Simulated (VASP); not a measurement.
# CaSe (Fm-3m) in VASP: further runs

CaSe is run at these levels: PBEsol; tasks: single point.

Everything below comes from runs of VASP 6.6.1. Logs are shortened: lines on timing, memory, paths and dates and some standing lists are left out, and cuts for length are marked.

**1. The cell of the first run**

The structure is cubic, space group Fm-3m (No. 225). The conventional cell has a = 5.797 Å, b = 5.797 Å, c = 5.797 Å, α = 90.00°, β = 90.00°, γ = 90.00°. Within 3.8 Å of Ca (site symmetry m-3m) lie 6 Se at 2.90 Å. Se (site symmetry m-3m) has 6 Ca at 2.90 Å within 3.8 Å.

**2. Single point, PBEsol (strained)**

The input, INCAR:

```
SYSTEM = CaSe
PREC = Accurate
ENCUT = 500
EDIFF = 1E-6
ISMEAR = 0
SIGMA = 0.02
LREAL = .FALSE.
LASPH = .TRUE.
NELM = 120
ALGO = Normal
ISIF = 2
LWAVE = .FALSE.
LCHARG = .FALSE.
GGA = PS
NBANDS = 15
GGA_COMPAT = .FALSE.
```

The input, KPOINTS:

```
regular mesh
0
G
  8 8 8
  0 0 0
```

The input, POSCAR:

```
CaSe
1.0
    0.0000000000      2.8986831600      2.8986831600
    2.8986831600      0.0000000000      2.8986831600
    2.8986831600      2.8986831600      0.0000000000
Ca Se
1 1
Direct
    0.0000000000      0.0000000000      0.0000000000
    0.5000000000      0.5000000000      0.5000000000
```

Potentials or basis: VASP PAW PBE potentials, release 64 (Ca_sv, Se).

On the command line:

```
cat potpaw_PBE.64/Ca_sv/POTCAR potpaw_PBE.64/Se/POTCAR > POTCAR
mpirun -np 1 vasp_std > vasp.out
```

OUTCAR:

```text
SYSTEM = CaSe
   PREC = Accurate
   ENCUT = 500
   EDIFF = 1E-6
   ISMEAR = 0
   LREAL = .FALSE.
   LASPH = .TRUE.
   NELM = 120
   ISIF = 2
   GGA = PS

 ion  position               nearest neighbor table
   1  0.000  0.000  0.000-   2 2.90   2 2.90   2 2.90   2 2.90   2 2.90   2 2.90
   2  0.500  0.500  0.500-   1 2.90   1 2.90   1 2.90   1 2.90   1 2.90   1 2.90

  LATTYP: Found a face centered cubic cell.
 ALAT       =     5.7973663200

  Lattice vectors:

 A1 = (   0.0000000000,   2.8986831600,   2.8986831600)
 A2 = (   2.8986831600,   0.0000000000,   2.8986831600)
 A3 = (   2.8986831600,   2.8986831600,   0.0000000000)

Analysis of symmetry for initial positions (statically):
=====================================================================
 Subroutine PRICEL returns:
 Original cell was already a primitive cell.

 Routine SETGRP: Setting up the symmetry group for a
 face centered cubic supercell.

 Subroutine GETGRP returns: Found 48 space group operations
 (whereof 48 operations were pure point group operations)
 out of a pool of 48 trial point group operations.

The static configuration has the point symmetry O_h .

Analysis of symmetry for dynamics (positions and initial velocities):
=====================================================================
 Subroutine PRICEL returns:
 Original cell was already a primitive cell.

 Routine SETGRP: Setting up the symmetry group for a
 face centered cubic supercell.

 Subroutine GETGRP returns: Found 48 space group operations
 (whereof 48 operations were pure point group operations)
 out of a pool of 48 trial point group operations.

The dynamic configuration has the point symmetry O_h .

 Subroutine INISYM returns: Found 48 space group operations
 (whereof 48 operations are pure point group operations),
 and found     1 'primitive' translations

----------------------------------------------------------------------------------------

                                     Primitive cell

  volume of cell :      48.7116

  direct lattice vectors                    reciprocal lattice vectors
     0.000000000  2.898683160  2.898683160    -0.172492119  0.172492119  0.172492119
     2.898683160  0.000000000  2.898683160     0.172492119 -0.172492119  0.172492119
     2.898683160  2.898683160  0.000000000     0.172492119  0.172492119 -0.172492119

  length of vectors
     4.099357038  4.099357038  4.099357038     0.298765114  0.298765114  0.298765114

  position of ions in fractional coordinates (direct lattice)
     0.000000000  0.000000000  0.000000000
     0.500000000  0.500000000  0.500000000

  ion indices of the primitive-cell ions
   primitive index   ion index
                 1           1
                 2           2

----------------------------------------------------------------------------------------

 KPOINTS: regular mesh

Automatic generation of k-mesh.
 Grid dimensions read from file:
 generate k-points for:    8    8    8

 Generating k-lattice:

  Cartesian coordinates                     Fractional coordinates (reciprocal lattice)
    -0.021561515  0.021561515  0.021561515     0.125000000  0.000000000  0.000000000
     0.021561515 -0.021561515  0.021561515     0.000000000  0.125000000  0.000000000
     0.021561515  0.021561515 -0.021561515     0.000000000  0.000000000  0.125000000

  Length of vectors
     0.037345639  0.037345639  0.037345639

  Shift w.r.t. Gamma in fractional coordinates (k-lattice)
     0.000000000  0.000000000  0.000000000

 Subroutine IBZKPT returns following result:
 ===========================================

 Found     29 irreducible k-points:

 Following reciprocal coordinates:
            Coordinates               Weight
  0.000000  0.000000  0.000000      1.000000
  0.125000  0.000000  0.000000      8.000000
  0.250000  0.000000  0.000000      8.000000
  0.375000  0.000000  0.000000      8.000000
  0.500000  0.000000  0.000000      4.000000
  0.125000  0.125000  0.000000      6.000000
[... 16 lines left out ...]
  0.500000  0.250000  0.125000     48.000000
 -0.375000  0.250000  0.125000     24.000000
 [... further k-points ...]
   k-points           NKPTS =     29   k-points in BZ     NKDIM =     29   number of bands    NBANDS=     15
   number of dos      NEDOS =    301   number of ions     NIONS =      2
   total plane-waves  NPLWV =  27000
   dimension x,y,z NGX =    30 NGY =   30 NGZ =   30
   dimension x,y,z NGXF=    60 NGYF=   60 NGZF=   60
   ions per type =               1   1
   NGX,Y,Z   is equivalent  to a cutoff of  12.17, 12.17, 12.17 a.u.
   NGXF,Y,Z  is equivalent  to a cutoff of  24.33, 24.33, 24.33 a.u.
 SYSTEM =  CaSe
   PREC   = accura    normal or accurate (medium, high low for compatibility)
   ISTART =      0    job   : 0-new  1-cont  2-samecut
   ICHARG =      2    charge: 1-file 2-atom 10-const
   ISPIN  =      1    spin polarized calculation?
   LNONCOLLINEAR =      F non collinear calculations
   LSORBIT =      F    spin-orbit coupling
   LASPH  =      T    aspherical Exc in radial PAW
   ENCUT  =  500.0 eV  36.75 Ry    6.06 a.u.   7.47  7.47  7.47*2*pi/ulx,y,z
   NELM   =    120;   NELMIN=  2; NELMDL= -5     # of ELM steps
   EDIFF  = 0.1E-05   stopping-criterion for ELM
   LREAL  =      F    real-space projection
   EDIFFG = 0.1E-04   stopping-criterion for IOM
   NSW    =      0    number of steps for IOM
   IBRION =     -1    ionic relax: 0-MD 1-quasi-New 2-CG
   NFREE  =      0    steps in history (QN), initial steepest desc. (CG)
   ISIF   =      2    stress and relaxation
   ISYM   =      2    0-nonsym 1-usesym 2-fastsym
   POTIM  = 0.5000    time-step for ionic-motion
   TEBEG  =    0.0;   TEEND  =   0.0 temperature during run
   PSTRESS=    0.0 pullay stress
   NELECT =      16.0000    total number of electrons
   NUPDOWN=      -1.0000    fix difference up-down
   EMIN   =  10.00;   EMAX   =-10.00  energy-range for DOS
   EFERMI =   0.00;   METHOD = LEGACY
   ISMEAR =     0;   SIGMA  =   0.02  broadening in eV -4-tet -1-fermi 0-gaus
   EFERMI_NEDOS =   21; number of points for ismear=-14 and -15
   IALGO  =     38    algorithm
   IMIX   =      4    mixing-type and parameters
     AMIX     =   0.40;   BMIX     =  1.00
     AMIX_MAG =   1.60;   BMIX_MAG =  1.00
  volume/ion in A,a.u.               =      24.36       164.36
  Fermi-wavevector in a.u.,A,eV,Ry     =   1.129546  2.134533 17.359334  1.275875
  Thomas-Fermi vector in A             =   2.266240
   LORBIT       =      0    0 simple, 1 ext, 2 COOP (PROOUT), +10 PAW based schemes
   GGA     = PS    functional components
   LHFCALC =     F    Hartree Fock is set to
   AEXX    =    0.0000 exact exchange contribution
   IVDW    =     0    specifies the selected vdW correction
   LEPSILON=     F    determine dielectric tensor
   LRPA    =     F    only Hartree local field effects (RPA)
 non-spin polarized calculation
 Gauss-broadening in eV      SIGMA  =   0.02
  energy-cutoff  :      500.00
  volume of cell :       48.71
 maximum number of plane-waves:      1254
 NGX is ok and might be reduce to    30
   NGX = 15   NGY = 15   NGZ = 15

 number of electron      15.9999999 magnetization

 Free energy of the ion-electron system (eV)
  ---------------------------------------------------
  ext. energy  EPLUGINS =         0.00000000
  ---------------------------------------------------
  free energy    TOTEN  =       -10.05954008 eV

  energy without entropy =      -10.05954008  energy(sigma->0) =      -10.05954008

 E-fermi :   2.9626     XC(G=0):  -9.5868

 val. band max:        2.7758040840   @ k =   0.0000   0.0000   0.0000
 cond. band min:       4.5398304021   @ k =   0.5000   0.5000   0.0000
 fundamental gap:      1.7640263181
 Fermi energy:         2.9626004019

 k-point     1 :       0.0000    0.0000    0.0000
  band No.  band energies     occupation
      1     -36.5912      2.00000
      2     -17.6780      2.00000
      3     -17.6780      2.00000
      4     -17.6780      2.00000
      5      -9.2699      2.00000
      6       2.7758      2.00000
      7       2.7758      2.00000
      8       2.7758      2.00000
      9       6.2911      0.00000
     10       6.3861      0.00000
     11       6.3861      0.00000
     12       6.3861      0.00000
     13       7.0505      0.00000
     14       7.0505      0.00000
     15      12.3875      0.00000

 k-point     2 :       0.1250    0.0000    0.0000
  band No.  band energies     occupation
      1     -36.5897      2.00000
      2     -17.7021      2.00000
      3     -17.6794      2.00000
      4     -17.6794      2.00000
      5      -9.1595      2.00000
      6       1.9394      2.00000
      7       2.4974      2.00000
      8       2.4974      2.00000
      9       6.3478      0.00000
     10       6.6205      0.00000
     11       6.6205      0.00000
     12       7.2667      0.00000
     13       7.5077      0.00000
     14       7.5077      0.00000
     15      12.6898      0.00000

 k-point     3 :       0.2500    0.0000    0.0000
  band No.  band energies     occupation
      1     -36.5862      2.00000
      2     -17.7592      2.00000
      3     -17.6830      2.00000
      4     -17.6830      2.00000
      5      -8.8786      2.00000
      6       0.5972      2.00000
      7       1.9760      2.00000
      8       1.9760      2.00000
      9       6.4407      0.00000
     10       7.1900      0.00000
     11       7.1900      0.00000
     12       8.6116      0.00000
     13       8.6116      0.00000
     14       8.7638      0.00000
     15      12.4326      0.00000
[... 343 lines left out ...]
 k-point    23 :       0.5000    0.2500    0.1250
  band No.  band energies     occupation
      1     -36.5808      2.00000
      2     -17.7948      2.00000
      3     -17.7199      2.00000
      4     -17.6960      2.00000
      5      -8.5476      2.00000
      6      -0.1531      2.00000
      7       1.1874      2.00000
      8       1.4957      2.00000
      9       6.5952      0.00000
     10       8.0992      0.00000
     11       8.3971      0.00000
     12       8.5932      0.00000
     13       9.0611      0.00000
     14      10.8392      0.00000
     15      11.1254      0.00000

 k-point    24 :      -0.3750    0.2500    0.1250
  band No.  band energies     occupation
      1     -36.5797      2.00000
      2     -17.8067      2.00000
      3     -17.7223      2.00000
      4     -17.7004      2.00000
      5      -8.4645      2.00000
      6      -0.3075      2.00000
      7       0.9789      2.00000
      8       1.3976      2.00000
      9       7.2445      0.00000
     10       7.5516      0.00000
     11       8.6441      0.00000
     12       8.9772      0.00000
     13       9.3386      0.00000
     14      10.2039      0.00000
     15      11.7882      0.00000

 [... further k-points ...]
[... 5 lines left out ...]
  --------------------------------------------------------------------------------------
  -------------------------------------------------------------------------------------
  Total        0.6924212      0.6924212      0.6924212      0.0000000      0.0000000      0.0000000
  in kB       22.7744915     22.7744915     22.7744915      0.0000000      0.0000000      0.0000000
  external PRESSURE =      22.7744915 kB  Pullay stress =       0.0000000 kB

 VOLUME and BASIS-vectors are now :
 -----------------------------------------------------------------------------
  energy-cutoff  :      500.00
  volume of cell :       48.71
      direct lattice vectors                 reciprocal lattice vectors
     0.000000000  2.898683160  2.898683160    -0.172492119  0.172492119  0.172492119
     2.898683160  0.000000000  2.898683160     0.172492119 -0.172492119  0.172492119
     2.898683160  2.898683160  0.000000000     0.172492119  0.172492119 -0.172492119

 POSITION                                       TOTAL-FORCE (eV/Angst)
 -----------------------------------------------------------------------------------
      0.00000      0.00000      0.00000         0.000000      0.000000      0.000000
      2.89868      2.89868      2.89868         0.000000      0.000000     -0.000000
 -----------------------------------------------------------------------------------
    total drift:                               -0.000000      0.000000      0.000000

  FREE ENERGIE OF THE ION-ELECTRON SYSTEM (eV)
  ---------------------------------------------------
  free  energy   TOTEN  =       -10.0595400792 eV

  energy  without entropy=      -10.0595400792  energy(sigma->0) =      -10.05954008
```

Run time: 30 s. Hardware: 1 thread of Intel Xeon 8259CL, shared host; peak memory 0.18 GiB.

What came out:

```yaml
Free_energy: -10.0595 eV
Pressure: 2.3 GPa
Band_gap_on_the_k_mesh: 1.76 eV (least direct gap 2.77 eV)
```

Caveat: the cell differs from its parent crystal (strained); the PAW data sets were made with another functional, which shifts forces and pressure a little.

(Part 1 of 2 ends here.)
